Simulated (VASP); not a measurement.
Wanted: the native input for a VASP 6.6.1 run.

| Item | Value |
| --- | --- |
| Task | single point |
| Functional | PBEsol |
| Potentials or basis | VASP PAW PBE potentials, release 64 (Ba_sv) |
| Cutoff | 520 eV |
| k mesh | 10 × 10 × 6 |
| Occupations | fermi-dirac, width 0.08 eV |
| Spin | no spin polarisation |
| Dipole correction | no |
| Further INCAR settings | ALGO = Normal; EDIFF = 1e-07; NBANDS = 17 |

The structure of Ba lies in POSCAR:

```
Ba
1.0
    4.2079870595      0.0000000000      0.0000000000
   -2.1039935297      3.6442236923      0.0000000000
    0.0000000000      0.0000000000      6.8160326717
Ba
2
Direct
    0.3333333333      0.6666666667      0.2500000000
    0.6666666667      0.3333333333      0.7500000000
```

This isn't the form of Ba at room conditions, which is bcc.

The input as run:

INCAR

```
SYSTEM = Ba
PREC = Accurate
ENCUT = 520
EDIFF = 1E-7
ISMEAR = -1
SIGMA = 0.08
LREAL = .False.
LASPH = .True.
NELM = 60
ALGO = Normal
ISIF = 2
LWAVE = .False.
LCHARG = .False.
GGA = PS
NBANDS = 17
```

KPOINTS

```
Automatic mesh
0
Gamma
  10 10 6
  0 0 0
```

Potentials or basis: VASP PAW PBE potentials, release 64 (Ba_sv).

The run is started by

```bash
$ cat potpaw_PBE.64/Ba_sv/POTCAR > POTCAR
$ mpirun -np 1 vasp_std > vasp.out
```

Results of the run:

* Pressure: 1.1 GPa
* Band gap on the k mesh: zero (bands 10 and 11 overlap by 0.44 eV)

Caveat: the PAW data sets were made with another functional, which shifts forces and pressure a little; spin-orbit coupling is left out, which moves the levels of the heavy elements.

Wall time 29 s on 1 thread of Intel(R) Xeon(R) 6975P-C (Granite Rapids), on a shared host, peak memory 0.26 GiB.
